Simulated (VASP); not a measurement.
# Ge (Fd-3m) in VASP: notebook

The runs below take Ge through single point, with PBE.

Program: VASP 6.6.1. These are calculated values, not measurements. Logs are shortened: lines on timing, memory, paths and dates and some standing lists are left out, and cuts for length are marked.

## 1. The cell of the first run

The structure is cubic, space group Fd-3m (No. 227). The conventional cell has a = 5.760 Å, b = 5.760 Å, c = 5.760 Å, α = 90.00°, β = 90.00°, γ = 90.00°. Ge (site symmetry -43m) has 4 Ge at 2.49 Å within 3.3 Å.

## 2. Single point, PBE, non-collinear spin, zero start, spin-orbit coupling (23.88 Å³/atom)

Input file INCAR:

```
SYSTEM = Ge
PREC = Accurate
ENCUT = 520
EDIFF = 1E-6
ISMEAR = 0
SIGMA = 0.05
LREAL = .False.
LASPH = .True.
NELM = 150
ALGO = Normal
ISIF = 2
LWAVE = .False.
LCHARG = .False.
MAGMOM = 0 0 0 0 0 0
LORBIT = 11
LSORBIT = .True.
GGA_COMPAT = .False.
LORBMOM = .True.
GGA = PE
NBANDS = 40
```

Input file KPOINTS:

```
regular mesh
0
Gamma
  12 12 12
  0 0 0
```

Input file POSCAR:

```
Ge
1.0
    0.0000000000      2.8798077591      2.8798077591
    2.8798077591      0.0000000000      2.8798077591
    2.8798077591      2.8798077591      0.0000000000
Ge
2
Direct
    0.5000000000      0.5000000000      0.5000000000
    0.7500000000      0.7500000000      0.7500000000
```

Potentials or basis: VASP PAW PBE potentials, release 64 (Ge_d).

Launch:

```sh
> cat potpaw_PBE.64/Ge_d/POTCAR > POTCAR
> mpirun -np 1 vasp_ncl > vasp.out
```

OUTCAR:

```text
SYSTEM = Ge
   PREC = Accurate
   ENCUT = 520
   EDIFF = 1E-6
   ISMEAR = 0
   LREAL = .False.
   LASPH = .True.
   NELM = 150
   ISIF = 2
   LORBIT = 11
   LSORBIT = .True.
   GGA = PE

 ion  position               nearest neighbor table
   1  0.500  0.500  0.500-   2 2.49   2 2.49   2 2.49   2 2.49
   2  0.750  0.750  0.750-   1 2.49   1 2.49   1 2.49   1 2.49

  LATTYP: Found a face centered cubic cell.
 ALAT       =     5.7596155182

  Lattice vectors:

 A1 = (   0.0000000000,   2.8798077591,   2.8798077591)
 A2 = (   2.8798077591,   0.0000000000,   2.8798077591)
 A3 = (   2.8798077591,   2.8798077591,   0.0000000000)

Analysis of symmetry for initial positions (statically):
=====================================================================
 Subroutine PRICEL returns:
 Original cell was already a primitive cell.

 Routine SETGRP: Setting up the symmetry group for a
 face centered cubic supercell.

 Subroutine GETGRP returns: Found 48 space group operations
 (whereof 24 operations were pure point group operations)
 out of a pool of 48 trial point group operations.

The static configuration has the point symmetry T_d .
 The point group associated with its full space group is O_h .

Analysis of symmetry for dynamics (positions and initial velocities):
=====================================================================
 Subroutine PRICEL returns:
 Original cell was already a primitive cell.

 Routine SETGRP: Setting up the symmetry group for a
 face centered cubic supercell.

 Subroutine GETGRP returns: Found 48 space group operations
 (whereof 24 operations were pure point group operations)
 out of a pool of 48 trial point group operations.

The dynamic configuration has the point symmetry T_d .
 The point group associated with its full space group is O_h .

Analysis of structural, dynamic, and magnetic symmetry:
=====================================================================
 Subroutine PRICEL returns:
 Original cell was already a primitive cell.

 Routine SETGRP: Setting up the symmetry group for a
 face centered cubic supercell.

 Subroutine GETGRP returns: Found 48 space group operations
 (whereof 24 operations were pure point group operations)
 out of a pool of 48 trial point group operations.

The overall configuration has the point symmetry T_d .
 The point group associated with its full space group is O_h .

 Subroutine INISYM returns: Found 48 space group operations
 (whereof 24 operations are pure point group operations),
 and found     1 'primitive' translations

----------------------------------------------------------------------------------------

                                     Primitive cell

  volume of cell :      47.7662

  direct lattice vectors                    reciprocal lattice vectors
     0.000000000  2.879807759  2.879807759    -0.173622700  0.173622700  0.173622700
     2.879807759  0.000000000  2.879807759     0.173622700 -0.173622700  0.173622700
     2.879807759  2.879807759  0.000000000     0.173622700  0.173622700 -0.173622700

  length of vectors
     4.072663190  4.072663190  4.072663190     0.300723339  0.300723339  0.300723339

  position of ions in fractional coordinates (direct lattice)
     0.500000000  0.500000000  0.500000000
     0.750000000  0.750000000  0.750000000

  ion indices of the primitive-cell ions
   primitive index   ion index
                 1           1
                 2           2

----------------------------------------------------------------------------------------

 KPOINTS: regular mesh

Automatic generation of k-mesh.
 Grid dimensions read from file:
 generate k-points for:   12   12   12

 Generating k-lattice:

  Cartesian coordinates                     Fractional coordinates (reciprocal lattice)
    -0.014468558  0.014468558  0.014468558     0.083333333  0.000000000  0.000000000
     0.014468558 -0.014468558  0.014468558     0.000000000  0.083333333  0.000000000
     0.014468558  0.014468558 -0.014468558     0.000000000  0.000000000  0.083333333

  Length of vectors
     0.025060278  0.025060278  0.025060278

  Shift w.r.t. Gamma in fractional coordinates (k-lattice)
     0.000000000  0.000000000  0.000000000

 Subroutine IBZKPT returns following result:
 ===========================================

 Found     72 irreducible k-points:

 Following reciprocal coordinates:
            Coordinates               Weight
  0.000000  0.000000  0.000000      1.000000
  0.083333  0.000000  0.000000      8.000000
[... 47 lines left out ...]
   ISIF   =      2    stress and relaxation
   ISYM   =      2    0-nonsym 1-usesym 2-fastsym
   POTIM  = 0.5000    time-step for ionic-motion
   TEBEG  =    0.0;   TEEND  =   0.0 temperature during run
   PSTRESS=    0.0 pullay stress
   NELECT =      28.0000    total number of electrons
   NUPDOWN=      -1.0000    fix difference up-down
   EMIN   =  10.00;   EMAX   =-10.00  energy-range for DOS
   EFERMI =   0.00;   METHOD = LEGACY
   ISMEAR =     0;   SIGMA  =   0.05  broadening in eV -4-tet -1-fermi 0-gaus
   EFERMI_NEDOS =   21; number of points for ismear=-14 and -15
   IALGO  =     38    algorithm
   IMIX   =      4    mixing-type and parameters
     AMIX     =   0.40;   BMIX     =  1.00
     AMIX_MAG =   1.60;   BMIX_MAG =  1.00
  volume/ion in A,a.u.               =      23.88       161.17
  Fermi-wavevector in a.u.,A,eV,Ry     =   1.370106  2.589124 25.540708  1.877189
  Thomas-Fermi vector in A             =   2.495921
   LORBIT       =     11    0 simple, 1 ext, 2 COOP (PROOUT), +10 PAW based schemes
   GGA     = PE    functional components
   LHFCALC =     F    Hartree Fock is set to
   AEXX    =    0.0000 exact exchange contribution
   IVDW    =     0    specifies the selected vdW correction
   LEPSILON=     F    determine dielectric tensor
   LRPA    =     F    only Hartree local field effects (RPA)
 Gauss-broadening in eV      SIGMA  =   0.05
  energy-cutoff  :      520.00
  volume of cell :       47.77
 maximum number of plane-waves:      2608
   NGX = 15   NGY = 15   NGZ = 15

 number of electron      27.9999980 magnetization      -0.0000000     -0.0000000      0.0000000

 number of electron      27.9999980 magnetization      -0.0000000     -0.0000000     -0.0000000

 number of electron      27.9999980 magnetization       0.0000000     -0.0000000      0.0000000

 number of electron      27.9999980 magnetization       0.0000000      0.0000000      0.0000000

 Free energy of the ion-electron system (eV)
  ---------------------------------------------------
  ext. energy  EPLUGINS =         0.00000000
  ---------------------------------------------------
  free energy    TOTEN  =        -9.05419576 eV

  energy without entropy =       -9.05410721  energy(sigma->0) =       -9.05415149

 E-fermi :   4.4899     XC(G=0):  -9.6732

 val. band max:        4.4221671701   @ k =   0.0833   0.0000   0.0000
 cond. band min:       4.5112078746   @ k =   0.5000   0.0000   0.0000
 fundamental gap:      0.0890407045
 Fermi energy:         4.4899449937

 k-point     1 :       0.0000    0.0000    0.0000
  band No.  band energies     occupation
      1     -20.5384      1.00000
      2     -20.5384      1.00000
      3     -20.5384      1.00000
      4     -20.5384      1.00000
      5     -20.4828      1.00000
      6     -20.4828      1.00000
[... 1021 lines left out ...]
     39      13.9853      0.00000
     40      13.9853      0.00000

 [... further k-points ...]

------------------------ aborting loop because EDIFF is reached ----------------------------------------

  FORCE on cell =-STRESS in cart. coord.  units (eV):
  Direction    XX          YY          ZZ          XY          YZ          ZX
  --------------------------------------------------------------------------------------
  -------------------------------------------------------------------------------------
  Total        0.0020776      0.0020776      0.0020776     -0.0000000      0.0000000     -0.0000000
  in kB        0.0696881      0.0696881      0.0696881     -0.0000000      0.0000000     -0.0000000
  external PRESSURE =       0.0696881 kB  Pullay stress =       0.0000000 kB

 VOLUME and BASIS-vectors are now :
 -----------------------------------------------------------------------------
  energy-cutoff  :      520.00
  volume of cell :       47.77
      direct lattice vectors                 reciprocal lattice vectors
     0.000000000  2.879807759  2.879807759    -0.173622700  0.173622700  0.173622700
     2.879807759  0.000000000  2.879807759     0.173622700 -0.173622700  0.173622700
     2.879807759  2.879807759  0.000000000     0.173622700  0.173622700 -0.173622700

 POSITION                                       TOTAL-FORCE (eV/Angst)
 -----------------------------------------------------------------------------------
      2.87981      2.87981      2.87981        -0.000000     -0.000000      0.000000
      4.31971      4.31971      4.31971         0.000000      0.000000     -0.000000
 -----------------------------------------------------------------------------------
    total drift:                                0.000000      0.000000      0.000000

  FREE ENERGIE OF THE ION-ELECTRON SYSTEM (eV)
  ---------------------------------------------------
  free  energy   TOTEN  =        -9.0541957591 eV

  energy  without entropy=       -9.0541072130  energy(sigma->0) =       -9.05415149

 orbital moment (x)

 # of ion     p       d       tot
 ----------------------------------------
  1         0.000   0.000   0.000
  2         0.000   0.000   0.000
 ----------------------------------------
            0.000   0.000   0.000

 orbital moment (y)

 # of ion     p       d       tot
 ----------------------------------------
  1         0.000   0.000   0.000
  2         0.000   0.000   0.000
 ----------------------------------------
            0.000   0.000   0.000

 orbital moment (z)

 # of ion     p       d       tot
 ----------------------------------------
  1         0.000  -0.000  -0.000
  2         0.000  -0.000  -0.000
 ----------------------------------------
            0.000  -0.000  -0.000

 Spin-Orbit-Coupling matrix elements

 Ion:    1  E_soc:     -0.0183288
 l=   1
     0.0000000    -0.0021081    -0.0021081
    -0.0021081     0.0000000    -0.0021081
    -0.0021081    -0.0021081     0.0000000
 l=   2
     0.0000000    -0.0001889     0.0000000    -0.0001889    -0.0007577
    -0.0001889     0.0000000    -0.0005683    -0.0001889    -0.0001894
     0.0000000    -0.0005683     0.0000000    -0.0005683     0.0000000
    -0.0001889    -0.0001889    -0.0005683     0.0000000    -0.0001894
    -0.0007577    -0.0001894     0.0000000    -0.0001894     0.0000000
 l=   3
     0.0000000     0.0000000     0.0000000     0.0000000     0.0000000     0.0000000     0.0000000
     0.0000000     0.0000000     0.0000000     0.0000000     0.0000000     0.0000000     0.0000000
     0.0000000     0.0000000     0.0000000     0.0000000     0.0000000     0.0000000     0.0000000
     0.0000000     0.0000000     0.0000000     0.0000000     0.0000000     0.0000000     0.0000000
     0.0000000     0.0000000     0.0000000     0.0000000     0.0000000     0.0000000     0.0000000
     0.0000000     0.0000000     0.0000000     0.0000000     0.0000000     0.0000000     0.0000000
     0.0000000     0.0000000     0.0000000     0.0000000     0.0000000     0.0000000     0.0000000

 Ion:    2  E_soc:     -0.0183288
 l=   1
     0.0000000    -0.0021081    -0.0021081
    -0.0021081     0.0000000    -0.0021081
    -0.0021081    -0.0021081     0.0000000
 l=   2
     0.0000000    -0.0001889     0.0000000    -0.0001889    -0.0007577
    -0.0001889     0.0000000    -0.0005683    -0.0001889    -0.0001894
     0.0000000    -0.0005683     0.0000000    -0.0005683     0.0000000
    -0.0001889    -0.0001889    -0.0005683     0.0000000    -0.0001894
    -0.0007577    -0.0001894     0.0000000    -0.0001894     0.0000000
 l=   3
     0.0000000     0.0000000     0.0000000     0.0000000     0.0000000     0.0000000     0.0000000
     0.0000000     0.0000000     0.0000000     0.0000000     0.0000000     0.0000000     0.0000000
     0.0000000     0.0000000     0.0000000     0.0000000     0.0000000     0.0000000     0.0000000
     0.0000000     0.0000000     0.0000000     0.0000000     0.0000000     0.0000000     0.0000000
     0.0000000     0.0000000     0.0000000     0.0000000     0.0000000     0.0000000     0.0000000
     0.0000000     0.0000000     0.0000000     0.0000000     0.0000000     0.0000000     0.0000000
     0.0000000     0.0000000     0.0000000     0.0000000     0.0000000     0.0000000     0.0000000

 total charge

# of ion       s       p       d       tot
------------------------------------------
    1        1.136   1.209  10.016  12.361
    2        1.136   1.209  10.016  12.361
--------------------------------------------------
tot          2.272   2.419  20.032  24.722

 magnetization (x)

# of ion       s       p       d       tot
------------------------------------------
    1       -0.000   0.000   0.000   0.000
    2       -0.000  -0.000   0.000  -0.000
--------------------------------------------------
tot         -0.000  -0.000   0.000  -0.000

 magnetization (y)

# of ion       s       p       d       tot
------------------------------------------
    1        0.000   0.000   0.000   0.000
    2        0.000  -0.000   0.000  -0.000
--------------------------------------------------
tot          0.000  -0.000   0.000  -0.000

 magnetization (z)

# of ion       s       p       d       tot
------------------------------------------
    1        0.000  -0.000   0.000  -0.000
    2        0.000  -0.000   0.000  -0.000
--------------------------------------------------
tot          0.000  -0.000   0.000  -0.000
```

It took 1.9 min on 1 thread of AMD EPYC 9R45 (Zen 5), shared host; peak memory 0.35 GiB.

What came out:

| Item | Value |
| --- | --- |
| Free energy | -9.0542 eV |
| Pressure | 0.0 GPa |
| Net moment | 0.00 μB per cell |
| Valence electrons inside the program's atomic spheres | Ge 12.36 |

Moments on the atoms (μB; x, y, z):
```
Ge  0.00 0.00 0.00
Ge  0.00 0.00 0.00
```

## 3. Single point, PBE, non-collinear spin, zero start, spin-orbit coupling

This run uses another cell than the first one, of 23.98 Å³/atom.

Input file INCAR:

```
PREC = Accurate
ENCUT = 520
EDIFF = 1E-6
ISMEAR = 0
SIGMA = 0.05
LREAL = F
LASPH = T
NELM = 150
ALGO = Normal
ISIF = 2
LWAVE = F
LCHARG = F
MAGMOM = 0 0 0 0 0 0
LORBIT = 11
LSORBIT = T
GGA_COMPAT = F
LORBMOM = T
GGA = PE
NBANDS = 40
```

Input file KPOINTS:

```
Automatic mesh
0
Gamma
  12 12 12
```

Input file POSCAR:

```
Ge
1.0
    0.0000000000      2.8836577741      2.8836577741
    2.8836577741      0.0000000000      2.8836577741
    2.8836577741      2.8836577741      0.0000000000
Ge
2
Direct
    0.5000000000      0.5000000000      0.5000000000
    0.7500000000      0.7500000000      0.7500000000
```

Potentials or basis: VASP PAW PBE potentials, release 64 (Ge_d).

Launch:

```sh
> cat potpaw_PBE.64/Ge_d/POTCAR > POTCAR
> mpirun -np 1 vasp_ncl > vasp.out
```

Run time: 2 min. Hardware: 1 thread of AMD EPYC 9R45 (Zen 5), shared host; peak memory 0.35 GiB.

The run converged. Its results:

```yaml
Free_energy: -9.0541 eV
Pressure: -0.2 GPa
Net_moment: 0.00 μB per cell
Valence_electrons_inside_the_program's_atomic_spheres: Ge 12.36
```

Moments on the atoms (μB; x, y, z):
```
Ge  0.00 0.00 0.00
Ge  0.00 0.00 0.00
```
